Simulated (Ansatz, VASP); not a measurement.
# One calculation of Sb3As, two programs

File INCAR:

```
SYSTEM = Sb3As
PREC = Accurate
ENCUT = 520
EDIFF = 1E-7
ISMEAR = 0
SIGMA = 0.1
LREAL = .False.
LASPH = .True.
NELM = 80
ALGO = Normal
ISIF = 2
LWAVE = .False.
LCHARG = .False.
GGA = PE
NBANDS = 18
```

Contents of KPOINTS:

```
regular mesh
0
Gamma
  6 6 2
  0 0 0
```

Contents of POSCAR:

```
Sb3As
1.0
    3.5644845000      0.0000000000      0.0000000000
   -1.7822422500      3.0869341300      0.0000000000
    0.0000000000      0.0000000000     11.2443628400
Sb As
3 1
Direct
    0.0000000000      0.0000000000      0.5000000000
    0.6666666700      0.3333333300      0.2493840000
    0.6666666700      0.3333333300      0.7506160000
    0.0000000000      0.0000000000      0.0000000000
```

Input for Ansatz:

```yaml
crystal:
  lattice:
    - [3.5644845, 0.0, 0.0]
    - [-1.78224225, 3.08693413, 0.0]
    - [0.0, 0.0, 11.24436284]
  atoms:
    - { symbol: Sb, position: [0.0, 0.0, 0.5] }
    - { symbol: Sb, position: [0.66666667, 0.33333333, 0.249384] }
    - { symbol: Sb, position: [0.66666667, 0.33333333, 0.750616] }
    - { symbol: As, position: [0.0, 0.0, 0.0] }
basis:
  ecutwfc: 420
kpoints:
  mp_grid: { grid: [6, 6, 2] }
hamiltonian:
  xc: pbe
scf:
  occupations: { method: gaussian, width: 0.1 }
  lower_state_search: "off"
output:
  forces: true
  stress: true
  eigenvalues: true
```

Change from the starting cell: species swapped into the LiZn3 type (P-6m2, No. 187).

Alike in both runs: task single point; functional PBE; k mesh 6 × 6 × 2; occupations gaussian, width 0.1 eV; no spin polarisation.

```csv
,VASP,Ansatz
version,VASP 6.6.1,Ansatz 0.2.0
potentials or method,"VASP PAW PBE potentials, release 64 (Sb, As), cutoff 520 eV","scalar-relativistic, plane waves, PAW"
valence electrons in the cell,20,60
```

```csv
,VASP,Ansatz,Ansatz less VASP
gap on the k mesh at the Fermi level (eV),none,none,-
pressure (GPa),-7.9,-7.9,+0.09
"traceless stress, the component that is largest in VASP (GPa)",2.52,2.52,+0.003
rms of the force components (eV/Å),0.123,0.124,+0.0012
```

Atom by atom the forces differ by 0.001 eV/Å (rms over components). A gap of «none» marks a metal or a gap that the smearing closes. VASP's potentials hold 20 valence electrons a cell and Ansatz's 60, so a difference there can come from the potentials and not from the codes.

Neither program's run includes spin-orbit coupling.
